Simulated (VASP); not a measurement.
# NaI (Fm-3m) in VASP: notebook

NaI is run at these levels: PBE; tasks: single point.

Everything below comes from runs of VASP 6.6.1. Logs are shortened: lines on timing, memory, paths and dates and some standing lists are left out, and cuts for length are marked.

### 1 The cell of the first run

The structure is cubic, space group Fm-3m (No. 225). Conventional cell: a = 6.391 Å, b = 6.391 Å, c = 6.391 Å, α = 90.00°, β = 90.00°, γ = 90.00°. Within 4.2 Å of Na (site symmetry m-3m) lie 6 I at 3.20 Å. Within 4.2 Å of I (site symmetry m-3m) lie 6 Na at 3.20 Å.

### 2 Single point, PBE (32.64 Å³/atom)

Input file INCAR:

```
SYSTEM = NaI
  ALGO = Normal
  EDIFF = 1E-6
  ENCUT = 520
  GGA = PE
  ISIF = 2
  ISMEAR = 0
  LASPH = .True.
  LCHARG = .True.
  LELF = .True.
  LREAL = .False.
  LVHAR = .True.
  LWAVE = .False.
  NBANDS = 14
  NELM = 80
  PREC = Accurate
  SIGMA = 0.01
```

Input file KPOINTS:

```
k-points
0
Gamma
  6 6 6
  0 0 0
```

Input file POSCAR:

```
NaI
1.0
    0.0000000000      3.1957487603      3.1957487603
    3.1957487603      0.0000000000      3.1957487603
    3.1957487603      3.1957487603      0.0000000000
Na I
1 1
Direct
    0.0000000000      0.0000000000      0.0000000000
    0.5000000000      0.5000000000      0.5000000000
```

Potentials or basis: VASP PAW PBE potentials, release 64 (Na_pv, I).

Run with:

```
cat potpaw_PBE.64/Na_pv/POTCAR potpaw_PBE.64/I/POTCAR > POTCAR
mpirun -np 1 vasp_std > vasp.out
```

OUTCAR:

```text
SYSTEM = NaI
   EDIFF = 1E-6
   ENCUT = 520
   GGA = PE
   ISIF = 2
   ISMEAR = 0
   LASPH = .True.
   LREAL = .False.
   NELM = 80
   PREC = Accurate

 ion  position               nearest neighbor table
   1  0.000  0.000  0.000-
   2  0.500  0.500  0.500-

  LATTYP: Found a face centered cubic cell.
 ALAT       =     6.3914975206

  Lattice vectors:

 A1 = (   0.0000000000,   3.1957487603,   3.1957487603)
 A2 = (   3.1957487603,   0.0000000000,   3.1957487603)
 A3 = (   3.1957487603,   3.1957487603,   0.0000000000)

Analysis of symmetry for initial positions (statically):
=====================================================================
 Subroutine PRICEL returns:
 Original cell was already a primitive cell.

 Routine SETGRP: Setting up the symmetry group for a
 face centered cubic supercell.

 Subroutine GETGRP returns: Found 48 space group operations
 (whereof 48 operations were pure point group operations)
 out of a pool of 48 trial point group operations.

The static configuration has the point symmetry O_h .

Analysis of symmetry for dynamics (positions and initial velocities):
=====================================================================
 Subroutine PRICEL returns:
 Original cell was already a primitive cell.

 Routine SETGRP: Setting up the symmetry group for a
 face centered cubic supercell.

 Subroutine GETGRP returns: Found 48 space group operations
 (whereof 48 operations were pure point group operations)
 out of a pool of 48 trial point group operations.

The dynamic configuration has the point symmetry O_h .

 Subroutine INISYM returns: Found 48 space group operations
 (whereof 48 operations are pure point group operations),
 and found     1 'primitive' translations

----------------------------------------------------------------------------------------

                                     Primitive cell

  volume of cell :      65.2752

  direct lattice vectors                    reciprocal lattice vectors
     0.000000000  3.195748760  3.195748760    -0.156457856  0.156457856  0.156457856
     3.195748760  0.000000000  3.195748760     0.156457856 -0.156457856  0.156457856
     3.195748760  3.195748760  0.000000000     0.156457856  0.156457856 -0.156457856

  length of vectors
     4.519471239  4.519471239  4.519471239     0.270992956  0.270992956  0.270992956

  position of ions in fractional coordinates (direct lattice)
     0.000000000  0.000000000  0.000000000
     0.500000000  0.500000000  0.500000000

  ion indices of the primitive-cell ions
   primitive index   ion index
                 1           1
                 2           2

----------------------------------------------------------------------------------------

 KPOINTS: k-points

Automatic generation of k-mesh.
 Grid dimensions read from file:
 generate k-points for:    6    6    6

 Generating k-lattice:

  Cartesian coordinates                     Fractional coordinates (reciprocal lattice)
    -0.026076309  0.026076309  0.026076309     0.166666667  0.000000000  0.000000000
     0.026076309 -0.026076309  0.026076309     0.000000000  0.166666667  0.000000000
     0.026076309  0.026076309 -0.026076309     0.000000000  0.000000000  0.166666667

  Length of vectors
     0.045165493  0.045165493  0.045165493

  Shift w.r.t. Gamma in fractional coordinates (k-lattice)
     0.000000000  0.000000000  0.000000000

 Subroutine IBZKPT returns following result:
 ===========================================

 Found     16 irreducible k-points:

 Following reciprocal coordinates:
            Coordinates               Weight
  0.000000  0.000000  0.000000      1.000000
  0.166667  0.000000  0.000000      8.000000
  0.333333  0.000000  0.000000      8.000000
  0.500000  0.000000  0.000000      4.000000
  0.166667  0.166667  0.000000      6.000000
  0.333333  0.166667  0.000000     24.000000
[... 8 lines left out ...]
 -0.333333  0.333333  0.166667     24.000000
 -0.333333  0.500000  0.166667     12.000000
   k-points           NKPTS =     16   k-points in BZ     NKDIM =     16   number of bands    NBANDS=     14
   number of dos      NEDOS =    301   number of ions     NIONS =      2
   total plane-waves  NPLWV =  46656
   dimension x,y,z NGX =    36 NGY =   36 NGZ =   36
   dimension x,y,z NGXF=    72 NGYF=   72 NGZF=   72
   ions per type =               1   1
   NGX,Y,Z   is equivalent  to a cutoff of  13.24, 13.24, 13.24 a.u.
   NGXF,Y,Z  is equivalent  to a cutoff of  26.48, 26.48, 26.48 a.u.
 SYSTEM =  NaI
   PREC   = accura    normal or accurate (medium, high low for compatibility)
   ISTART =      0    job   : 0-new  1-cont  2-samecut
   ICHARG =      2    charge: 1-file 2-atom 10-const
   ISPIN  =      1    spin polarized calculation?
   LNONCOLLINEAR =      F non collinear calculations
   LSORBIT =      F    spin-orbit coupling
   LASPH  =      T    aspherical Exc in radial PAW
   ENCUT  =  520.0 eV  38.22 Ry    6.18 a.u.   8.40  8.40  8.40*2*pi/ulx,y,z
   NELM   =     80;   NELMIN=  2; NELMDL= -5     # of ELM steps
   EDIFF  = 0.1E-05   stopping-criterion for ELM
   LREAL  =      F    real-space projection
   EDIFFG = 0.1E-04   stopping-criterion for IOM
   NSW    =      0    number of steps for IOM
   IBRION =     -1    ionic relax: 0-MD 1-quasi-New 2-CG
   NFREE  =      0    steps in history (QN), initial steepest desc. (CG)
   ISIF   =      2    stress and relaxation
   ISYM   =      2    0-nonsym 1-usesym 2-fastsym
   POTIM  = 0.5000    time-step for ionic-motion
   TEBEG  =    0.0;   TEEND  =   0.0 temperature during run
   PSTRESS=    0.0 pullay stress
   NELECT =      14.0000    total number of electrons
   NUPDOWN=      -1.0000    fix difference up-down
   EMIN   =  10.00;   EMAX   =-10.00  energy-range for DOS
   EFERMI =   0.00;   METHOD = LEGACY
   ISMEAR =     0;   SIGMA  =   0.01  broadening in eV -4-tet -1-fermi 0-gaus
   EFERMI_NEDOS =   21; number of points for ismear=-14 and -15
   IALGO  =     38    algorithm
   IMIX   =      4    mixing-type and parameters
     AMIX     =   0.40;   BMIX     =  1.00
     AMIX_MAG =   1.60;   BMIX_MAG =  1.00
  volume/ion in A,a.u.               =      32.64       220.25
  Fermi-wavevector in a.u.,A,eV,Ry     =   0.979945  1.851827 13.065559  0.960292
  Thomas-Fermi vector in A             =   2.110837
   LORBIT       =      0    0 simple, 1 ext, 2 COOP (PROOUT), +10 PAW based schemes
   GGA     = PE    functional components
   LHFCALC =     F    Hartree Fock is set to
   AEXX    =    0.0000 exact exchange contribution
   IVDW    =     0    specifies the selected vdW correction
   LEPSILON=     F    determine dielectric tensor
   LRPA    =     F    only Hartree local field effects (RPA)
 non-spin polarized calculation
 Gauss-broadening in eV      SIGMA  =   0.01
  energy-cutoff  :      520.00
  volume of cell :       65.28
 maximum number of plane-waves:      1807
 NGX is ok and might be reduce to    36
   NGX = 17   NGY = 17   NGZ = 17

 number of electron      14.0000000 magnetization

 Free energy of the ion-electron system (eV)
  ---------------------------------------------------
  ext. energy  EPLUGINS =         0.00000000
  ---------------------------------------------------
  free energy    TOTEN  =        -5.37260612 eV

  energy without entropy =       -5.37260612  energy(sigma->0) =       -5.37260612

 E-fermi :   1.1692     XC(G=0):  -7.8586

 val. band max:        1.0767882711   @ k =   0.0000   0.0000   0.0000
 cond. band min:       4.8216542280   @ k =   0.0000   0.0000   0.0000
 fundamental gap:      3.7448659570
 Fermi energy:         1.1692215674

 k-point     1 :       0.0000    0.0000    0.0000
  band No.  band energies     occupation
      1     -21.3216      2.00000
      2     -21.3216      2.00000
      3     -21.3216      2.00000
      4     -10.0420      2.00000
      5       1.0768      2.00000
      6       1.0768      2.00000
      7       1.0768      2.00000
      8       4.8217      0.00000
      9       9.0050      0.00000
     10       9.0050      0.00000
     11       9.0050      0.00000
     12      10.8867      0.00000
     13      10.8867      0.00000
     14      11.5357      0.00000

 k-point     2 :       0.1667    0.0000    0.0000
  band No.  band energies     occupation
      1     -21.3232      2.00000
      2     -21.3217      2.00000
      3     -21.3217      2.00000
      4      -9.9595      2.00000
      5       0.2970      2.00000
      6       0.9949      2.00000
      7       0.9949      2.00000
      8       5.6525      0.00000
      9       8.5386      0.00000
     10       9.2118      0.00000
     11       9.2118      0.00000
     12      10.3790      0.00000
     13      10.3790      0.00000
     14      12.0176      0.00000

 k-point     3 :       0.3333    0.0000    0.0000
  band No.  band energies     occupation
      1     -21.3264      2.00000
      2     -21.3219      2.00000
      3     -21.3219      2.00000
      4      -9.7838      2.00000
      5      -0.7959      2.00000
      6       0.8426      2.00000
      7       0.8426      2.00000
      8       6.2235      0.00000
      9       8.8100      0.00000
     10       8.8100      0.00000
     11       9.2588      0.00000
     12      11.3227      0.00000
     13      11.4377      0.00000
     14      11.4377      0.00000

 k-point     4 :       0.5000    0.0000    0.0000
  band No.  band energies     occupation
      1     -21.3280      2.00000
      2     -21.3220      2.00000
      3     -21.3220      2.00000
      4      -9.6898      2.00000
      5      -1.2417      2.00000
      6       0.7714      2.00000
      7       0.7714      2.00000
      8       6.1789      0.00000
      9       8.5527      0.00000
     10       8.5527      0.00000
     11      10.0900      0.00000
     12      11.4757      0.00000
     13      13.4827      0.00000
     14      13.4827      0.00000

 k-point     5 :       0.1667    0.1667    0.0000
  band No.  band energies     occupation
      1     -21.3229      2.00000
      2     -21.3221      2.00000
      3     -21.3221      2.00000
      4      -9.9337      2.00000
      5       0.3039      2.00000
      6       0.8483      2.00000
      7       0.8483      2.00000
      8       5.9554      0.00000
      9       7.9760      0.00000
     10       9.1783      0.00000
     11       9.6615      0.00000
[... 140 lines left out ...]
 k-point    14 :       0.5000    0.3333    0.1667
  band No.  band energies     occupation
      1     -21.3259      2.00000
      2     -21.3237      2.00000
      3     -21.3226      2.00000
      4      -9.6782      2.00000
      5      -0.7129      2.00000
      6       0.0958      2.00000
      7       0.5292      2.00000
      8       7.0871      0.00000
      9       7.8116      0.00000
     10       8.1486      0.00000
     11      10.2266      0.00000
     12      11.2972      0.00000
     13      13.3949      0.00000
     14      14.1816      0.00000

 k-point    15 :      -0.3333    0.3333    0.1667
  band No.  band energies     occupation
      1     -21.3261      2.00000
      2     -21.3242      2.00000
      3     -21.3229      2.00000
      4      -9.6190      2.00000
      5      -0.7548      2.00000
      6      -0.1779      2.00000
      7       0.3821      2.00000
      8       7.1658      0.00000
      9       7.7704      0.00000
     10       9.0372      0.00000
     11       9.6760      0.00000
     12      11.6264      0.00000
     13      13.0407      0.00000
     14      14.1916      0.00000

 k-point    16 :      -0.3333    0.5000    0.1667
  band No.  band energies     occupation
      1     -21.3257      2.00000
      2     -21.3243      2.00000
      3     -21.3237      2.00000
      4      -9.5972      2.00000
      5      -0.7050      2.00000
      6      -0.1061      2.00000
      7       0.1259      2.00000
      8       6.4972      0.00000
      9       7.5618      0.00000
     10       9.7606      0.00000
     11       9.8205      0.00000
     12      12.9125      0.00000
     13      13.7279      0.00000
     14      13.9246      0.00000

------------------------ aborting loop because EDIFF is reached ----------------------------------------

  FORCE on cell =-STRESS in cart. coord.  units (eV):
  Direction    XX          YY          ZZ          XY          YZ          ZX
  --------------------------------------------------------------------------------------
  -------------------------------------------------------------------------------------
  Total        0.4694472      0.4694472      0.4694472     -0.0000000     -0.0000000      0.0000000
  in kB       11.5225737     11.5225737     11.5225737     -0.0000000     -0.0000000      0.0000000
  external PRESSURE =      11.5225737 kB  Pullay stress =       0.0000000 kB

 VOLUME and BASIS-vectors are now :
 -----------------------------------------------------------------------------
  energy-cutoff  :      520.00
  volume of cell :       65.28
      direct lattice vectors                 reciprocal lattice vectors
     0.000000000  3.195748760  3.195748760    -0.156457856  0.156457856  0.156457856
     3.195748760  0.000000000  3.195748760     0.156457856 -0.156457856  0.156457856
     3.195748760  3.195748760  0.000000000     0.156457856  0.156457856 -0.156457856

 POSITION                                       TOTAL-FORCE (eV/Angst)
 -----------------------------------------------------------------------------------
      0.00000      0.00000      0.00000         0.000000      0.000000      0.000000
      3.19575      3.19575      3.19575         0.000000      0.000000     -0.000000
 -----------------------------------------------------------------------------------
    total drift:                                0.000000      0.000000      0.000000

  FREE ENERGIE OF THE ION-ELECTRON SYSTEM (eV)
  ---------------------------------------------------
  free  energy   TOTEN  =        -5.3726061220 eV

  energy  without entropy=       -5.3726061220  energy(sigma->0) =       -5.37260612
```

It took 19 s on 1 thread of Intel Xeon 8259CL, shared host; peak memory 0.21 GiB.

Results:

```
Free energy            : -5.3726 eV
Pressure               : 1.2 GPa
Band gap on the k mesh : 3.74 eV
```

Levels at points of the mesh, in eV from the valence-band top:
| k point | band 3 | band 4 | band 5 | band 6 | band 7 | band 8 | band 9 | band 10 | band 11 | band 12 |
| --- | --- | --- | --- | --- | --- | --- | --- | --- | --- | --- |
| (0.00, 0.00, 0.00) | -22.40 | -11.12 | 0.00 | 0.00 | 0.00 | 3.74 | 7.93 | 7.93 | 7.93 | 9.81 |
| (0.50, 0.00, 0.00) | -22.40 | -10.77 | -2.32 | -0.31 | -0.31 | 5.10 | 7.48 | 7.48 | 9.01 | 10.40 |
| (0.50, 0.50, 0.00) | -22.40 | -10.68 | -2.03 | -0.80 | -0.80 | 4.52 | 5.48 | 10.12 | 11.53 | 11.53 |

Caveat: spin-orbit coupling is left out, which moves the levels of the heavy elements.

### 3 Single point, PBE

This run uses another cell than the first one, of 34.72 Å³/atom.

Input file INCAR:

```
SYSTEM = NaI
PREC = Accurate
ENCUT = 520
EDIFF = 1E-6
ISMEAR = 0
SIGMA = 0.01
LREAL = .FALSE.
LASPH = .TRUE.
NELM = 80
ALGO = Normal
ISIF = 2
LWAVE = .FALSE.
LCHARG = .FALSE.
GGA = PE
NBANDS = 14
```

Input file KPOINTS:

```
regular mesh
0
G
  6 6 6
  0 0 0
```

Input file POSCAR:

```
NaI
1.0
    0.0000000000      3.2623459355      3.2623459355
    3.2623459355      0.0000000000      3.2623459355
    3.2623459355      3.2623459355      0.0000000000
Na I
1 1
Direct
    0.0000000000      0.0000000000      0.0000000000
    0.5000000000      0.5000000000      0.5000000000
```

Potentials or basis: VASP PAW PBE potentials, release 64 (Na_pv, I).

Run with:

```
cat potpaw_PBE.64/Na_pv/POTCAR potpaw_PBE.64/I/POTCAR > POTCAR
mpirun -np 1 vasp_std > vasp.out
```

OUTCAR:

```text
SYSTEM = NaI
   PREC = Accurate
   ENCUT = 520
   EDIFF = 1E-6
   ISMEAR = 0
   LREAL = .FALSE.
   LASPH = .TRUE.
   NELM = 80
   ISIF = 2
   GGA = PE

 ion  position               nearest neighbor table
   1  0.000  0.000  0.000-
   2  0.500  0.500  0.500-

  LATTYP: Found a face centered cubic cell.
 ALAT       =     6.5246918710

  Lattice vectors:

 A1 = (   0.0000000000,   3.2623459355,   3.2623459355)
[... 445 lines left out ...]
     13      12.9741      0.00000
     14      13.1326      0.00000

------------------------ aborting loop because EDIFF is reached ----------------------------------------

  FORCE on cell =-STRESS in cart. coord.  units (eV):
  Direction    XX          YY          ZZ          XY          YZ          ZX
  --------------------------------------------------------------------------------------
  -------------------------------------------------------------------------------------
  Total        0.0235465      0.0235465      0.0235465     -0.0000000      0.0000000     -0.0000000
  in kB        0.5432721      0.5432721      0.5432721     -0.0000000      0.0000000     -0.0000000
  external PRESSURE =       0.5432721 kB  Pullay stress =       0.0000000 kB

 VOLUME and BASIS-vectors are now :
 -----------------------------------------------------------------------------
  energy-cutoff  :      520.00
  volume of cell :       69.44
      direct lattice vectors                 reciprocal lattice vectors
     0.000000000  3.262345935  3.262345935    -0.153263943  0.153263943  0.153263943
     3.262345935  0.000000000  3.262345935     0.153263943 -0.153263943  0.153263943
     3.262345935  3.262345935  0.000000000     0.153263943  0.153263943 -0.153263943

 POSITION                                       TOTAL-FORCE (eV/Angst)
 -----------------------------------------------------------------------------------
      0.00000      0.00000      0.00000         0.000000      0.000000     -0.000000
      3.26235      3.26235      3.26235        -0.000000     -0.000000      0.000000
 -----------------------------------------------------------------------------------
    total drift:                                0.000000      0.000000      0.000000

  FREE ENERGIE OF THE ION-ELECTRON SYSTEM (eV)
  ---------------------------------------------------
  free  energy   TOTEN  =        -5.3874008326 eV

  energy  without entropy=       -5.3874008326  energy(sigma->0) =       -5.38740083
```

OSZICAR:

```text
N       E                     dE             d eps       ncg     rms          rms(c)
DAV:   1     0.830555936361E+02    0.83056E+02   -0.68401E+03   448   0.902E+02
DAV:   2     0.156192570203E+01   -0.81494E+02   -0.75483E+02   484   0.219E+02
DAV:   3    -0.528583510264E+01   -0.68478E+01   -0.67992E+01   586   0.610E+01
DAV:   4    -0.545318607930E+01   -0.16735E+00   -0.16730E+00   536   0.990E+00
DAV:   5    -0.545851186727E+01   -0.53258E-02   -0.53256E-02   606   0.183E+00    0.162E+00
DAV:   6    -0.539437463895E+01    0.64137E-01   -0.75837E-02   568   0.159E+00    0.108E+00
DAV:   7    -0.538523299951E+01    0.91416E-02   -0.67936E-02   574   0.132E+00    0.612E-01
DAV:   8    -0.538742091205E+01   -0.21879E-02   -0.54686E-03   544   0.577E-01    0.163E-01
DAV:   9    -0.538738596968E+01    0.34942E-04   -0.18162E-04   544   0.117E-01    0.431E-02
DAV:  10    -0.538739994721E+01   -0.13978E-04   -0.37090E-05   538   0.603E-02    0.102E-02
DAV:  11    -0.538740083264E+01   -0.88543E-06   -0.41081E-06   610   0.199E-02
   1 F= -.53874008E+01 E0= -.53874008E+01  d E =-.180717E-66
```

stdout:

```text
POSCAR found type information on POSCAR NaI
 POSCAR found :  2 types and       2 ions
 scaLAPACK will be used
 LDA part: xc-table for (Slater+PW92), standard interpolation
 POSCAR, INCAR and KPOINTS ok, starting setup
 FFT: planning ... GRIDC
 FFT: planning ... GRID_SOFT
 FFT: planning ... GRID
 WAVECAR not read
 entering main loop
```

Run time: 20 s. Hardware: 1 thread of Intel Xeon 8259CL, shared host; peak memory 0.21 GiB.

What came out:

* Free energy: -5.3874 eV
* Pressure: 0.1 GPa
* Band gap on the k mesh: 3.58 eV

Levels at points of the mesh, in eV from the valence-band top:
```tsv
k point	band 4	band 5	band 6	band 7	band 8	band 9	band 10	band 11
(0.00, 0.00, 0.00)	-10.96	0.00	0.00	0.00	3.58	7.93	7.93	7.93
(0.50, 0.00, 0.00)	-10.67	-2.10	-0.27	-0.27	5.09	7.42	7.42	8.55
(0.50, 0.50, 0.00)	-10.59	-1.82	-0.71	-0.71	4.47	5.60	9.72	11.16
```

Caveat: spin-orbit coupling is left out, which moves the levels of the heavy elements.
